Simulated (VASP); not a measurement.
Input of a VASP 6.6.1 run:

Contents of INCAR:

```
SYSTEM = MgO
  ALGO = Normal
  EDIFF = 1E-6
  ENCUT = 840
  GGA = CA
  GGA_COMPAT = .FALSE.
  ISIF = 2
  ISMEAR = 0
  LASPH = .TRUE.
  LCHARG = .FALSE.
  LREAL = .FALSE.
  LWAVE = .FALSE.
  NBANDS = 15
  NELM = 120
  PREC = Accurate
  SIGMA = 0.05
```

Contents of KPOINTS:

```
k-points
0
G
  8 8 8
  0 0 0
```

Contents of POSCAR:

```
MgO
1.0
    0.0000000000      2.1241500000      2.1241500000
    2.1241500000      0.0000000000      2.1241500000
    2.1241500000      2.1241500000      0.0000000000
Mg O
1 1
Direct
    0.0000000000      0.0000000000      0.0000000000
    0.5000000000      0.5000000000      0.5000000000
```

Potentials or basis: VASP PAW LDA potentials, release 64 (Mg_sv, O).

Run with:

```sh
$ cat potpaw_LDA.64/Mg_sv/POTCAR potpaw_LDA.64/O/POTCAR > POTCAR
$ mpirun -np 1 vasp_std > vasp.out
```

(1) Predict the band gap on the k mesh.

(2) Estimate the pressure.

Results:

(1) 4.42 eV.

(2) -9.2 GPa.

Caveat: the cell stands under tension.
